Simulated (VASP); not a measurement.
Input of a VASP 6.6.1 run:

Contents of INCAR:

```
ALGO     = Normal         # electronic algorithm
DIPOL    = 0.5 0.5 0.500
EDIFF    = 1E-6           # SCF threshold, eV
ENCUT    = 400            # plane-wave cutoff, eV
GGA_COMPAT= F            
IDIPOL   = 3            
ISIF     = 2              # what is computed and relaxed
ISMEAR   = 0              # smearing method
LASPH    = T              # aspherical terms in the spheres
LCHARG   = F              # write CHGCAR
LDIPOL   = T            
LREAL    = F              # projectors in reciprocal space
LWAVE    = F              # write WAVECAR
NBANDS   = 48             # bands
NELM     = 120            # most SCF steps
NELMDL   = -8           
PREC     = Accurate       # precision mode
SIGMA    = 0.1            # smearing width, eV
```

KPOINTS

```
k-points
0
Gamma
  13 13 1
```

Contents of POSCAR:

```
Nb
1.0
    2.8125642297      0.0000000000      0.0000000000
   -0.9375214099      2.6517109858      0.0000000000
    0.0000000000      0.0000000000     26.4822453861
Nb
6
Direct
    0.5000000000      0.5000000000      0.2832086136
    0.0000000000      0.0000000000      0.3699251681
    0.5000000000      0.5000000000      0.4566417227
    0.0000000000      0.0000000000      0.5433582773
    0.5000000000      0.5000000000      0.6300748319
    0.0000000000      0.0000000000      0.7167913864
```

Potentials or basis: VASP PAW LDA potentials, release 64 (Nb_sv).

Run with:

```sh
$ cat potpaw_LDA.64/Nb_sv/POTCAR > POTCAR
$ mpirun -np 1 vasp_std > vasp.out
```

Question: Predict the largest force.

Answer: 0.362 eV/Å.

Question: Estimate the band gap on the k mesh.

Answer: Zero (bands 39 and 40 overlap by 2.18 eV).

Forces on the atoms (eV/Å):
```
Nb   0.000  0.000  0.354
Nb   0.000  0.000 -0.362
Nb   0.000  0.000  0.045
Nb   0.000  0.000 -0.045
Nb   0.000  0.000  0.362
Nb   0.000  0.000 -0.354
```
